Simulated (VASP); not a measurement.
Write the native input for VASP 6.6.1 that does the following.

```
Task                   : single point
Functional             : PBE
Potentials or basis    : VASP PAW PBE potentials, release 64 (Nb_sv, Cu, Zr_sv)
Cutoff                 : 520 eV
k mesh                 : 1 × 1 × 1, shifted
Occupations            : fermi-dirac, width 0.05 eV
Spin                   : no spin polarisation
Dipole correction      : no
Further INCAR settings : LREAL = Auto; ALGO = Normal; EDIFF = 1e-06; NBANDS = 110; ISYM = 0
```

The structure of Zr2Nb3Cu3 lies in POSCAR:

```
Zr2Nb3Cu3
1.0
    6.8185840000      0.0521060000     -0.0543080000
    0.0521060000      6.6479630000     -0.2149050000
   -0.0543080000     -0.2149050000      6.4861440000
Nb Cu Zr
6 6 4
Direct
    0.8226598082      0.8321073620      0.3006885203
    0.0583687330      0.5142762791      0.4890069405
    0.8075710807      0.8111511449      0.7229338428
    0.0637597641      0.0341700597      0.0032365889
    0.2590698220      0.8016058534      0.6988071294
    0.8335974517      0.3140161826      0.2351103611
    0.2693854700      0.3223908927      0.7681548854
    0.0839070161      0.0763527829      0.4599778261
    0.6441535892      0.5882196162      0.9810916979
    0.2931822854      0.3066831034      0.1825526655
    1.0156369920      0.5664598541      0.9800048023
    0.5576315863      0.0261884250      1.0081274606
    0.4895058675      0.0695931441      0.4415757651
    0.8262935520      0.2681428432      0.7291898835
    0.3075232005      0.7357680943      0.1826196292
    0.5606313606      0.5309262697      0.4926616612
```

One way to write it, as run:

INCAR

```
  ALGO = Normal
  EDIFF = 1E-6
  ENCUT = 520
  GGA = PE
  ISIF = 2
  ISMEAR = -1
  ISYM = 0
  LASPH = T
  LCHARG = F
  LREAL = Auto
  LWAVE = F
  NBANDS = 110
  NELM = 60
  PREC = Accurate
  SIGMA = 0.05
```

KPOINTS

```
Automatic mesh
0
Gamma
  1 1 1
  0.25 0.25 0.25
```

Potentials or basis: VASP PAW PBE potentials, release 64 (Nb_sv, Cu, Zr_sv).

The run is started by

```console
$ cat potpaw_PBE.64/Nb_sv/POTCAR potpaw_PBE.64/Cu/POTCAR potpaw_PBE.64/Zr_sv/POTCAR > POTCAR
$ mpirun -np 1 vasp_std > vasp.out
```

It gave:

```yaml
Pressure: -4.9 GPa
Largest_force: 1.365 eV/Å
Band_gap_on_the_k_mesh: 0.18 eV
```

Caveat: the k points lie up to 0.97 Å⁻¹ apart.

Wall time 2.5 min on 1 thread of Intel Xeon 6975P-C, on a shared host, peak memory 0.35 GiB.
